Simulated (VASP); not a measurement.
Set up this calculation in VASP 6.6.1, as the native input.

```yaml
Task: single point
Functional: PBEsol
Potentials_or_basis: VASP PAW PBE potentials, release 64 (Sc_sv, H)
Cutoff: 520 eV
k_mesh: 3 × 2 × 3
Occupations: gaussian, width 0.1 eV
Spin: no spin polarisation
Dipole_correction: no
Further_INCAR_settings: ALGO = Normal; EDIFF = 1e-07; NBANDS = 78
```

The structure of Sc12H (a cell with a defect) lies in POSCAR:

```
Sc12H
1.0
    6.6200000000      0.0000000000      0.0000000000
   -4.9650000000      8.5996320000      0.0000000000
    0.0000000000      0.0000000000      5.2761400000
Sc H
12 1
Direct
   -0.0019044216      0.0004182737     -0.0036511541
    0.1683012402      0.2231100121      0.4953627083
    0.0027195972      0.3363072978      0.0000094766
    0.1666712495      0.5560035592      0.5072583366
    0.0005626938      0.6678062503      0.0098754013
    0.1665376383      0.8887490767      0.5054954948
    0.4963941874     -0.0006433996      0.0006004390
    0.6692694048      0.2212830735      0.4968943205
    0.5012345346      0.3332192587     -0.0024758630
    0.6681518306      0.5562507791      0.5054566407
    0.5000532884      0.6664573554      0.0034563147
    0.6656222066      0.8879941607      0.4964227636
    0.8376329313      0.1087744220      0.6692834155
```

These files were run (other wordings do the same):

INCAR

```
SYSTEM = Sc12H
ALGO = Normal ; EDIFF = 1E-7
ENCUT = 520 ; GGA = PS
ISIF = 2 ; ISMEAR = 0
LASPH = .TRUE. ; LCHARG = .FALSE.
LREAL = .FALSE. ; LWAVE = .FALSE.
NBANDS = 78 ; NELM = 100
PREC = Accurate ; SIGMA = 0.1
```

KPOINTS

```
k-points
0
G
  3 2 3
  0 0 0
```

Potentials or basis: VASP PAW PBE potentials, release 64 (Sc_sv, H).

The run is started by

```bash
$ cat potpaw_PBE.64/Sc_sv/POTCAR potpaw_PBE.64/H/POTCAR > POTCAR
$ mpirun -np 1 vasp_std > vasp.out
```

It gave:

* Pressure: -2.9 GPa
* Largest force: 0.708 eV/Å
* Band gap on the k mesh: zero (an odd number of electrons rules out a gap without spin polarisation)

Caveat: the k points lie up to 0.40 Å⁻¹ apart, too coarse for converged energies and pressures of a metal; the PAW data sets were made with another functional, which shifts forces and pressure a little.

It took 8.2 min on 1 thread of Intel(R) Xeon(R) Platinum 8259CL CPU @ 2.50GHz (Skylake/Cascade Lake), on a shared host, peak memory 0.47 GiB.
